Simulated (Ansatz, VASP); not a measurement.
One calculation of CdSe, two programs

```
CELL_PARAMETERS angstrom
4.00373 0.00000 0.00000
0.00000 4.00373 0.00000
0.00000 0.00000 4.00373
ATOMIC_POSITIONS crystal
Cd 0.50000 0.50000 0.50000
Se 0.00000 0.00000 0.00000
```

Alike in both runs: task relaxation of cell and atoms; functional PBE; k mesh 4 × 4 × 4; occupations gaussian, width 0.1 eV; no spin polarisation.

|  | VASP | Ansatz |
| --- | --- | --- |
| version | VASP 6.6.1 | Ansatz 0.2.0 |
| potentials or method | VASP PAW PBE potentials, release 64 (Cd, Se), cutoff 600 eV | scalar-relativistic, plane waves, PAW |
| valence electrons in the cell | 18 | 36 |

```tsv
	VASP	Ansatz	Ansatz less VASP
gap on the k mesh at the Fermi level, each at its own relaxed structure (eV)	none	none	-
relaxed volume (Å³/atom)	22.65	22.59	-0.059
relaxed cell length with the largest relative difference (Å)	3.565	3.562	-0.0031
```

A gap of «none» marks a metal or a gap that the smearing closes. VASP's potentials hold 18 valence electrons a cell and Ansatz's 36, so a difference there can come from the potentials and not from the codes.

The k mesh is coarse, so the values compare programs but aren't converged. Noted on VASP's run: the volume moved by over 15 % at a fixed basis, so the end points are rough.
